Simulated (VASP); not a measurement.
Mg8O7:

```
CELL_PARAMETERS angstrom
-4.25370 4.25370 0.00000
0.00000 4.25370 -4.25370
-4.25370 0.00000 -4.25370
ATOMIC_POSITIONS crystal
Mg 0.99569 0.00506 0.50159
Mg 0.00286 0.49414 0.50544
Mg 0.00407 0.99936 0.00041
Mg 0.99733 0.49935 0.00775
Mg 0.50110 0.00155 0.49439
Mg 0.50186 0.50097 0.49574
Mg 0.50898 0.99416 0.99230
Mg 0.50096 0.50604 0.99462
O 0.25613 0.75021 0.74860
O 0.24810 0.25537 0.74621
O 0.25199 0.74860 0.24957
O 0.24558 0.24642 0.25020
O 0.75123 0.75010 0.74800
O 0.74531 0.75327 0.25129
O 0.74107 0.25443 0.24601
```

| Quantity | Value |
| --- | --- |
| Program | VASP 6.6.1 |
| Task | relaxation of cell and atoms |
| Functional | PBE |
| Potentials or basis | VASP PAW PBE potentials, release 64 (Mg, O) |
| Cutoff | 600 eV |
| k mesh | 3 × 3 × 3 |
| Occupations | gaussian, width 0.1 eV |
| Spin | no spin polarisation |

At the start: pressure 1.2 GPa; volume 10.26 Å³/atom.

Problem. Where does the relaxation end?

Solution. Over 8 steps the energy falls by 6.0 meV/atom and the volume is 10.35 Å³/atom (+0.8 %); space group C2 (No. 5, to 0.1 Å) before, Fm-3m (No. 225, to 0.1 Å).

The path:
| step | energy change (eV) | largest force (eV/Å) | pressure (GPa) | volume (Å³) |
| --- | --- | --- | --- | --- |
| 1 | 0.0000 | 0.6450 | 1.21 | 153.93 |
| 2 | -0.0680 | 0.2235 | -0.28 | 155.67 |
| 3 | -0.0725 | 0.1999 | -0.73 | 156.25 |
| 4 | -0.0850 | 0.1141 | -0.04 | 155.39 |
| 5 | -0.0867 | 0.1164 | 0.32 | 154.96 |
| 6 | -0.0896 | 0.0475 | -0.06 | 155.28 |
| 7 | -0.0897 | 0.0608 | -0.12 | 155.36 |
| 8 | -0.0904 | 0.0159 | 0.02 | 155.23 |

Final structure:
```
CELL_PARAMETERS angstrom
-4.26729 4.26466 -0.00024
-0.00007 4.26483 -4.26483
-4.26759 -0.00005 -4.26496
ATOMIC_POSITIONS crystal
Mg 0.00083 0.99983 0.49823
Mg 0.00077 0.50136 0.49810
Mg 0.00146 0.99935 0.99997
Mg 0.00011 0.50055 0.99891
Mg 0.49998 0.00069 0.49866
Mg 0.49893 0.50179 0.49762
Mg 0.49927 0.00004 0.99945
Mg 0.49938 0.50132 0.99949
O 0.25011 0.75067 0.74873
O 0.25033 0.25043 0.74882
O 0.25028 0.75053 0.24898
O 0.25020 0.25057 0.24896
O 0.75026 0.75074 0.74864
O 0.75019 0.75054 0.24878
O 0.75015 0.25061 0.24878
```

Caveat: the k points lie up to 0.43 Å⁻¹ apart in the final cell.
